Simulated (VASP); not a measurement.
AlN:

```
CELL_PARAMETERS angstrom
3.29235 0.00000 0.00000
-1.64617 2.85126 0.00000
0.00000 0.00000 4.13696
ATOMIC_POSITIONS crystal
Al 0.33333 0.66667 0.25000
Al 0.66667 0.33333 0.75000
N 0.66667 0.33333 0.25000
N 0.33333 0.66667 0.75000
```

Base run:

* Program: VASP 6.6.1
* Functional: r2SCAN
* Potentials or basis: VASP PAW PBE potentials, release 64 (Al, N)
* Cutoff: 520 eV
* k mesh: 6 × 6 × 4
* Occupations: gaussian, width 0.01 eV
* Spin: no spin polarisation

Its results: band gap on the k mesh 4.06 eV, direct; pressure -0.6 GPa.

**Question.** The run is repeated on the same cell with these changes: functional from r2SCAN to PBE. What comes out?

**Answer.** Band gap on the k mesh 3.47 eV, direct; pressure 5.1 GPa.

r2SCAN gives the wider gap, since meta-GGAs in the generalised Kohn-Sham scheme recover part of the derivative discontinuity.

Caveats: the PAW data sets were made with another functional, which shifts forces and pressure a little (some runs).

A k mesh can miss the band edges.
